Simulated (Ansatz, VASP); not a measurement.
**In3As in VASP and in Ansatz**

Contents of INCAR:

```
SYSTEM = In3As
PREC     = Accurate       ! precision mode
ENCUT    = 520            ! plane-wave cutoff, eV
EDIFF    = 1E-6           ! SCF threshold, eV
ISMEAR   = 0              ! smearing method
SIGMA    = 0.1            ! smearing width, eV
LREAL    = .FALSE.        ! projectors in reciprocal space
LASPH    = .TRUE.         ! aspherical terms in the spheres
NELM     = 80             ! most SCF steps
ALGO     = Normal         ! electronic algorithm
ISIF     = 2              ! what is computed and relaxed
LWAVE    = .FALSE.        ! write WAVECAR
LCHARG   = .FALSE.        ! write CHGCAR
GGA      = PE             ! functional
NBANDS   = 30             ! bands
```

KPOINTS

```
regular mesh
0
G
  4 4 4
  0 0 0
```

Contents of POSCAR:

```
In3As
1.0
    3.9703679700      0.0000000000      0.0000000000
    0.0000000000      5.8485861200      0.0000000000
   -1.2691651200      0.0000000000      4.1230420100
In As
3 1
Direct
    0.5000000000      0.8029736000      0.0000000000
    0.5000000000      0.1970264000      0.0000000000
    0.0000000000      0.0000000000      0.0000000000
    0.5000000000      0.5000000000      0.0000000000
```

Input for Ansatz:

```yaml
crystal:
  lattice:
    - [3.97036797, 0.0, 0.0]
    - [0.0, 5.84858612, 0.0]
    - [-1.26916512, 0.0, 4.12304201]
  atoms:
    - { symbol: In, position: [0.5, 0.8029736, 0.0] }
    - { symbol: In, position: [0.5, 0.1970264, 0.0] }
    - { symbol: In, position: [0.0, 0.0, 0.0] }
    - { symbol: As, position: [0.5, 0.5, 0.0] }
basis:
  ecutwfc: 420
kpoints:
  mp_grid: { grid: [4, 4, 4] }
hamiltonian:
  xc: pbe
scf:
  occupations: { method: gaussian, width: 0.1 }
  lower_state_search: "off"
output:
  forces: true
  stress: true
  eigenvalues: true
```

Alike in both runs: task single point; functional PBE; k mesh 4 × 4 × 4; occupations gaussian, width 0.1 eV; no spin polarisation.

```csv
,VASP,Ansatz
version,VASP 6.6.1,Ansatz 0.2.0
potentials or method,"VASP PAW PBE potentials, release 64 (In_d, As), cutoff 520 eV","scalar-relativistic, plane waves, PAW"
valence electrons in the cell,44,54
```

|  | VASP | Ansatz | Ansatz less VASP |
| --- | --- | --- | --- |
| gap on the k mesh at the Fermi level (eV) | none | none | - |
| rms of the force components (eV/Å) | 7.752 | 7.757 | +0.0051 |

Atom by atom the forces differ by 0.005 eV/Å (rms over components). A gap of «none» marks a metal or a gap that the smearing closes. VASP's potentials hold 44 valence electrons a cell and Ansatz's 54, so a difference there can come from the potentials and not from the codes.

The k mesh is coarse, so the values compare programs but aren't converged.
